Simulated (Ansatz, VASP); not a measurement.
## One calculation of Si, two programs

INCAR

```
PREC = Accurate ; ENCUT = 520
EDIFF = 1E-6 ; ISMEAR = 0
SIGMA = 0.05 ; LREAL = False
LASPH = True ; NELM = 150
ALGO = Normal ; ISIF = 2
LWAVE = False ; LCHARG = False
ISPIN = 2 ; MAGMOM = 0 0 0 0 2
LORBIT = 11 ; LDIPOL = True
IDIPOL = 3 ; DIPOL = 0.5 0.5 0.344
NBANDS = 22
```

File KPOINTS:

```
regular mesh
0
Gamma
  7 7 1
```

The input POSCAR:

```
Si
1.0
    3.8195065206      0.0000000000      0.0000000000
    0.0000000000      3.8195065206      0.0000000000
    0.0000000000      0.0000000000     21.0645252450
Si
5
Direct
    0.0000000000      0.5000000000      0.1898927203
    0.0000000000      0.0000000000      0.2540004780
    0.5000000000      0.0000000000      0.3202822601
    0.5000000000      0.5000000000      0.3828486591
    0.5000000000      0.5000000000      0.5713171840
```

Input for Ansatz:

```yaml
crystal:
  lattice:
    - [3.8195065206, 0.0, 0.0]
    - [0.0, 3.8195065206, 0.0]
    - [0.0, 0.0, 21.064525245]
  atoms:
    - { symbol: Si, position: [0.0, 0.5, 0.1898927203] }
    - { symbol: Si, position: [0.0, 0.0, 0.254000478] }
    - { symbol: Si, position: [0.5, 0.0, 0.3202822601] }
    - { symbol: Si, position: [0.5, 0.5, 0.3828486591] }
    - { symbol: Si, position: [0.5, 0.5, 0.571317184], spin: 2.0 }
basis:
  ecutwfc: 420
kpoints:
  mp_grid: { grid: [7, 7, 1] }
hamiltonian:
  xc: lda
  pseudopotentials: { kind: paw, azcp: { folder: soft_1 } }
scf:
  occupations: { method: gaussian, width: 0.05 }
output:
  forces: true
  eigenvalues: true
  populations: true
  write_density: true
  write_potential: true
  elf: true
  volumetric_format: npy
magnetization:
  spin_polarized: true
efield:
  axis: 3
  dipole_correction: true
  ramp_width: 0.04
```

Alike in both runs: task single point; functional LDA; k mesh 7 × 7 × 1; occupations gaussian, width 0.05 eV; collinear spin.

|  | VASP | Ansatz |
| --- | --- | --- |
| version | VASP 6.6.1 | Ansatz 0.2.0 |
| potentials or method | VASP PAW LDA potentials, release 64 (Si), cutoff 520 eV | scalar-relativistic, plane waves, PAW |
| valence electrons in the cell | 20 | 20 |

```csv
,VASP,Ansatz,Ansatz less VASP
gap on the k mesh at the Fermi level (eV),none,none,-
rms of the force components (eV/Å),0.227,0.226,-0.0007
net moment per atom (μB),0.02,0.02,+0.001
size of the moment on the site where the two differ most (μB),0.03,0.09,+0.060
```

Ansatz warns that its potentials were made for another functional, while VASP's fit it. LDA's correlation is that of Perdew and Zunger in VASP and of Perdew and Wang (1992) in Ansatz. Site moments also hang on the region over which each program counts them. Atom by atom the forces differ by 0.001 eV/Å (rms over components). A gap of «none» marks a metal or a gap that the smearing closes. Ansatz's warnings: seeded moment not kept, xc potential rough in thin density.
